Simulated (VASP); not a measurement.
# Al (Pm-3m) in VASP: a series of runs

Al is run at these levels: PBE; tasks: relaxation of cell and atoms.

Everything below comes from runs of VASP 6.6.1. Logs are shortened: lines on timing, memory, paths and dates and some standing lists are left out, and cuts for length are marked.

### Step 1. The cell of the first run

The structure is cubic, space group Pm-3m (No. 221). The conventional cell has a = 2.630 Å, b = 2.630 Å, c = 2.630 Å, α = 90.00°, β = 90.00°, γ = 90.00°. Within 3.5 Å of Al (site symmetry m-3m) lie 6 Al at 2.63 Å.

### Step 2. Relaxation of cell and atoms, PBE, target pressure 10 GPa, at which the enthalpy is minimised

The input, INCAR:

```
SYSTEM = Al
PREC = Accurate ; ENCUT = 600
EDIFF = 1E-6 ; ISMEAR = -1
SIGMA = 0.05 ; LREAL = .FALSE.
LASPH = .TRUE. ; NELM = 60
ALGO = Normal ; ISIF = 3
LWAVE = .FALSE. ; LCHARG = .FALSE.
GGA = PE ; IBRION = 2
NSW = 80 ; EDIFFG = -0.01
PSTRESS = 100.0
```

The input, KPOINTS:

```
regular mesh
0
G
  8 8 8
  0 0 0
```

The input, POSCAR:

```
Al
1.0
    2.6300000000      0.0000000000      0.0000000000
    0.0000000000      2.6300000000      0.0000000000
    0.0000000000      0.0000000000      2.6300000000
Al
1
Direct
    0.0000000000      0.0000000000      0.0000000000
```

Potentials or basis: VASP PAW PBE potentials, release 64 (Al).

The run is started by

```sh
cat potpaw_PBE.64/Al/POTCAR > POTCAR
mpirun -np 1 vasp_std > vasp.out
```

OUTCAR:

```text
SYSTEM = Al
   PREC = Accurate
   ENCUT = 600
   EDIFF = 1E-6
   ISMEAR = -1
   LREAL = .FALSE.
   LASPH = .TRUE.
   NELM = 60
   ISIF = 3
   GGA = PE
   IBRION = 2
   NSW = 80
   EDIFFG = -0.01
   PSTRESS = 100.0

 ion  position               nearest neighbor table
   1  0.000  0.000  0.000-

  LATTYP: Found a simple cubic cell.
 ALAT       =     2.6300000000

  Lattice vectors:

 A1 = (   2.6300000000,   0.0000000000,   0.0000000000)
 A2 = (   0.0000000000,   2.6300000000,   0.0000000000)
 A3 = (   0.0000000000,   0.0000000000,   2.6300000000)

Analysis of symmetry for initial positions (statically):
=====================================================================
 Subroutine PRICEL returns:
 Original cell was already a primitive cell.

 Routine SETGRP: Setting up the symmetry group for a
 simple cubic supercell.

 Subroutine GETGRP returns: Found 48 space group operations
 (whereof 48 operations were pure point group operations)
 out of a pool of 48 trial point group operations.

The static configuration has the point symmetry O_h .

Analysis of symmetry for dynamics (positions and initial velocities):
=====================================================================
 Subroutine PRICEL returns:
 Original cell was already a primitive cell.

 Routine SETGRP: Setting up the symmetry group for a
 simple cubic supercell.

 Subroutine GETGRP returns: Found 48 space group operations
 (whereof 48 operations were pure point group operations)
 out of a pool of 48 trial point group operations.

The dynamic configuration has the point symmetry O_h .

 Subroutine INISYM returns: Found 48 space group operations
 (whereof 48 operations are pure point group operations),
 and found     1 'primitive' translations

----------------------------------------------------------------------------------------

                                     Primitive cell

  volume of cell :      18.1914

  direct lattice vectors                    reciprocal lattice vectors
     2.630000000  0.000000000  0.000000000     0.380228137  0.000000000  0.000000000
     0.000000000  2.630000000  0.000000000     0.000000000  0.380228137  0.000000000
     0.000000000  0.000000000  2.630000000     0.000000000  0.000000000  0.380228137

  length of vectors
     2.630000000  2.630000000  2.630000000     0.380228137  0.380228137  0.380228137

  position of ions in fractional coordinates (direct lattice)
     0.000000000  0.000000000  0.000000000

  ion indices of the primitive-cell ions
   primitive index   ion index
                 1           1

----------------------------------------------------------------------------------------

 KPOINTS: regular mesh

Automatic generation of k-mesh.
 Grid dimensions read from file:
 generate k-points for:    8    8    8

 Generating k-lattice:

  Cartesian coordinates                     Fractional coordinates (reciprocal lattice)
     0.047528517  0.000000000  0.000000000     0.125000000  0.000000000  0.000000000
     0.000000000  0.047528517  0.000000000     0.000000000  0.125000000  0.000000000
     0.000000000  0.000000000  0.047528517     0.000000000  0.000000000  0.125000000

  Length of vectors
     0.047528517  0.047528517  0.047528517

  Shift w.r.t. Gamma in fractional coordinates (k-lattice)
     0.000000000  0.000000000  0.000000000

 Subroutine IBZKPT returns following result:
 ===========================================

 Found     35 irreducible k-points:

 Following reciprocal coordinates:
            Coordinates               Weight
  0.000000  0.000000  0.000000      1.000000
  0.125000  0.000000  0.000000      6.000000
  0.250000  0.000000  0.000000      6.000000
  0.375000  0.000000  0.000000      6.000000
  0.500000  0.000000  0.000000      3.000000
  0.125000  0.125000  0.000000     12.000000
[... 16 lines left out ...]
  0.375000  0.375000  0.125000     24.000000
  0.500000  0.375000  0.125000     24.000000
 [... further k-points ...]
   k-points           NKPTS =     35   k-points in BZ     NKDIM =     35   number of bands    NBANDS=      5
   number of dos      NEDOS =    301   number of ions     NIONS =      1
   total plane-waves  NPLWV =  13824
   dimension x,y,z NGX =    24 NGY =   24 NGZ =   24
   dimension x,y,z NGXF=    48 NGYF=   48 NGZF=   48
   ions per type =               1
   NGX,Y,Z   is equivalent  to a cutoff of  15.17, 15.17, 15.17 a.u.
   NGXF,Y,Z  is equivalent  to a cutoff of  30.34, 30.34, 30.34 a.u.
 SYSTEM =  Al
   PREC   = accura    normal or accurate (medium, high low for compatibility)
   ISTART =      0    job   : 0-new  1-cont  2-samecut
   ICHARG =      2    charge: 1-file 2-atom 10-const
   ISPIN  =      1    spin polarized calculation?
   LNONCOLLINEAR =      F non collinear calculations
   LSORBIT =      F    spin-orbit coupling
   LASPH  =      T    aspherical Exc in radial PAW
   ENCUT  =  600.0 eV  44.10 Ry    6.64 a.u.   5.25  5.25  5.25*2*pi/ulx,y,z
   NELM   =     60;   NELMIN=  2; NELMDL= -5     # of ELM steps
   EDIFF  = 0.1E-05   stopping-criterion for ELM
   LREAL  =      F    real-space projection
   EDIFFG = -.1E-01   stopping-criterion for IOM
   NSW    =     80    number of steps for IOM
   IBRION =      2    ionic relax: 0-MD 1-quasi-New 2-CG
   NFREE  =      1    steps in history (QN), initial steepest desc. (CG)
   ISIF   =      3    stress and relaxation
   ISYM   =      2    0-nonsym 1-usesym 2-fastsym
   POTIM  = 0.5000    time-step for ionic-motion
   TEBEG  =    0.0;   TEEND  =   0.0 temperature during run
   PSTRESS=  100.0 pullay stress
   NELECT =       3.0000    total number of electrons
   NUPDOWN=      -1.0000    fix difference up-down
   EMIN   =  10.00;   EMAX   =-10.00  energy-range for DOS
   EFERMI =   0.00;   METHOD = LEGACY
   ISMEAR =    -1;   SIGMA  =   0.05  broadening in eV -4-tet -1-fermi 0-gaus
   EFERMI_NEDOS =   21; number of points for ismear=-14 and -15
   IALGO  =     38    algorithm
   IMIX   =      4    mixing-type and parameters
     AMIX     =   0.40;   BMIX     =  1.00
     AMIX_MAG =   1.60;   BMIX_MAG =  1.00
  volume/ion in A,a.u.               =      18.19       122.76
  Fermi-wavevector in a.u.,A,eV,Ry     =   0.897758  1.696517 10.965891  0.805970
  Thomas-Fermi vector in A             =   2.020383
   LORBIT       =      0    0 simple, 1 ext, 2 COOP (PROOUT), +10 PAW based schemes
   GGA     = PE    functional components
   LHFCALC =     F    Hartree Fock is set to
   AEXX    =    0.0000 exact exchange contribution
   IVDW    =     0    specifies the selected vdW correction
   LEPSILON=     F    determine dielectric tensor
   LRPA    =     F    only Hartree local field effects (RPA)
 conjugate gradient relaxation of ions
 non-spin polarized calculation
  energy-cutoff  :      600.00
  volume of cell :       18.19
 maximum number of plane-waves:       627
 NGX is ok and might be reduce to    24
   NGX = 11   NGY = 11   NGZ = 11

--------------------------------------- Ionic step        1  -------------------------------------------

 number of electron       3.0000000 magnetization

 Free energy of the ion-electron system (eV)
  ---------------------------------------------------
  ext. energy  EPLUGINS =         0.00000000
  ---------------------------------------------------
  free energy    TOTEN  =        -3.35941425 eV

  energy without entropy =       -3.35705902  energy(sigma->0) =       -3.35823664

------------------------ aborting loop because EDIFF is reached ----------------------------------------

  FORCE on cell =-STRESS in cart. coord.  units (eV):
  Direction    XX          YY          ZZ          XY          YZ          ZX
  --------------------------------------------------------------------------------------
  -------------------------------------------------------------------------------------
  Total        0.7603161      0.7603161      0.7603161     -0.0000000      0.0000000     -0.0000000
  in kB       66.9634013     66.9634013     66.9634013     -0.0000000      0.0000000     -0.0000000
  external PRESSURE =     -33.0365987 kB  Pullay stress =     100.0000000 kB
[... 59 lines left out ...]
  enthalpy is  TOTEN    =        -2.2289804835 eV   P V=        1.0748892458

--------------------------------------- Ionic step        3  -------------------------------------------

 number of electron       3.0000000 magnetization

 Free energy of the ion-electron system (eV)
  ---------------------------------------------------
  ext. energy  EPLUGINS =         0.00000000
  ---------------------------------------------------
  free energy    TOTEN  =        -3.32598860 eV

  energy without entropy =       -3.32411278  energy(sigma->0) =       -3.32505069

 E-fermi :   7.0180     XC(G=0):  -9.9180

 val. band max:        6.9326559844   @ k =   0.3750   0.3750   0.0000
 cond. band min:       7.1764210358   @ k =   0.5000   0.5000   0.0000
 fundamental gap:      0.2437650514
 Fermi energy:         7.0180302874

 k-point     1 :       0.0000    0.0000    0.0000
  band No.  band energies     occupation
      1      -3.4565      2.00000
      2      15.2651      0.00000
      3      15.2651      0.00000
      4      17.1375      0.00000
      5      17.1375      0.00000

 k-point     2 :       0.1250    0.0000    0.0000
  band No.  band energies     occupation
      1      -3.1168      2.00000
      2      12.0648      0.00000
      3      15.5498      0.00000
      4      17.4179      0.00000
      5      17.4179      0.00000
[... 169 lines left out ...]
 k-point    24 :       0.5000    0.3750    0.1250
  band No.  band energies     occupation
      1       4.7946      2.00000
      2       5.3225      2.00000
      3       9.8146      0.00000
      4      11.1046      0.00000
      5      20.4038      0.00000

 [... further k-points ...]
[... 5 lines left out ...]
  --------------------------------------------------------------------------------------
  -------------------------------------------------------------------------------------
  Total        1.0958078      1.0958078      1.0958078      0.0000000     -0.0000000      0.0000000
  in kB      100.0667017    100.0667017    100.0667017      0.0000000     -0.0000000      0.0000000
  external PRESSURE =       0.0667017 kB  Pullay stress =     100.0000000 kB
[... 16 lines left out ...]
  FREE ENERGIE OF THE ION-ELECTRON SYSTEM (eV)
  ---------------------------------------------------
  free  energy   TOTEN  =        -3.3259886024 eV

  energy  without entropy=       -3.3241127779  energy(sigma->0) =       -3.32505069

  enthalpy is  TOTEN    =        -2.2309112585 eV   P V=        1.0950773440

 reached required accuracy - stopping structural energy minimisation
```

Wall time 8.1 s (1 thread of Intel Xeon 8259CL, shared host); peak memory 0.13 GiB.

What came out:

```yaml
Free_energy: -3.3260 eV
Relaxed_volume: 17.55 Å³/atom
Relaxed_cell: a = 2.598 Å, b = 2.598 Å, c = 2.598 Å, α = 90.00°, β = 90.00°, γ = 90.00°
Space_group_after_relaxing_to_0.05_Å: Pm-3m (No. 221)
Energy_change_on_relaxing_the_enthalpy_is_what_falls: +33.4 meV/atom
Ionic_steps: 3
Pressure_after_relaxing: 10.0 GPa
```

The path:
```csv
step,energy change (eV),largest force (eV/Å),pressure (GPa),volume (Å³)
1,0.0000,0.0000,6.70,18.19
2,0.0555,0.0000,11.94,17.22
3,0.0334,0.0000,10.01,17.55
```

Final structure:
```
CELL_PARAMETERS angstrom
2.59847 0.00000 0.00000
0.00000 2.59847 0.00000
0.00000 0.00000 2.59847
ATOMIC_POSITIONS crystal
Al 0.00000 0.00000 0.00000
```

Levels at points of the mesh, in eV from the Fermi level:
```
           k point  band 1  band 2  band 3  band 4
(0.00, 0.00, 0.00)  -10.47    8.25    8.25   10.12
(0.50, 0.00, 0.00)   -5.51   -4.74   11.10   14.26
(0.50, 0.50, 0.00)   -0.69   -0.69    0.16    1.81
(0.50, 0.50, 0.50)    3.25    3.25    3.25    5.55
```

Caveat: the cell is relaxed towards a set pressure, so the enthalpy falls and the energy may rise.

### Step 3. Relaxation of cell and atoms, PBE, target pressure 20 GPa, at which the enthalpy is minimised

The input, INCAR:

```
PREC = Accurate ; ENCUT = 600
EDIFF = 1E-7 ; ISMEAR = -1
SIGMA = 0.05 ; LREAL = F
LASPH = T ; NELM = 60
ALGO = Normal ; ISIF = 3
LWAVE = F ; LCHARG = F
GGA = PE ; IBRION = 2
NSW = 80 ; EDIFFG = -0.01
PSTRESS = 200.0
```

The input, KPOINTS:

```
Automatic mesh
0
Gamma
  8 8 8
```

POSCAR is that of step 2.

Potentials or basis: VASP PAW PBE potentials, release 64 (Al).

The run is started by

```sh
cat potpaw_PBE.64/Al/POTCAR > POTCAR
mpirun -np 1 vasp_std > vasp.out
```

Wall time 13 s (1 thread of Intel Xeon 8259CL, shared host); peak memory 0.13 GiB.

Results (log left out):

```
Free energy                                            : -3.1965 eV
Relaxed volume                                         : 16.13 Å³/atom
Relaxed cell                                           : a = 2.527 Å, b = 2.527 Å, c = 2.527 Å, α = 90.00°, β = 90.00°, γ = 90.00°
Space group after relaxing (to 0.05 Å)                 : Pm-3m (No. 221)
Energy change on relaxing (the enthalpy is what falls) : +162.9 meV/atom
Ionic steps                                            : 5
Pressure after relaxing                                : 19.9 GPa
```

The path:
```tsv
step	energy change (eV)	largest force (eV/Å)	pressure (GPa)	volume (Å³)
1	0.0000	0.0000	6.69	18.19
2	0.4471	0.0000	37.19	14.50
3	0.1608	0.0000	19.78	16.15
4	0.1657	0.0000	20.11	16.11
5	0.1629	0.0000	19.92	16.13
```

Final structure:
```cif
data_structure
_symmetry_space_group_name_H-M 'P 1'
_symmetry_Int_Tables_number 1
_cell_length_a 2.5266
_cell_length_b 2.5266
_cell_length_c 2.5266
_cell_angle_alpha 90.000
_cell_angle_beta 90.000
_cell_angle_gamma 90.000
_cell_volume 16.13
loop_
_atom_site_label
_atom_site_type_symbol
_atom_site_fract_x
_atom_site_fract_y
_atom_site_fract_z
_atom_site_occupancy
Al1 Al 0.00000 0.00000 0.00000 1
```

Levels at points of the mesh, in eV from the Fermi level:
```tsv
k point	band 1	band 2	band 3	band 4
(0.00, 0.00, 0.00)	-11.03	8.45	8.45	10.82
(0.50, 0.00, 0.00)	-5.66	-5.11	11.50	15.39
(0.50, 0.50, 0.00)	-0.73	-0.73	0.51	1.58
(0.50, 0.50, 0.50)	3.57	3.57	3.57	5.56
```

Caveat: the cell is relaxed towards a set pressure, so the enthalpy falls and the energy may rise.
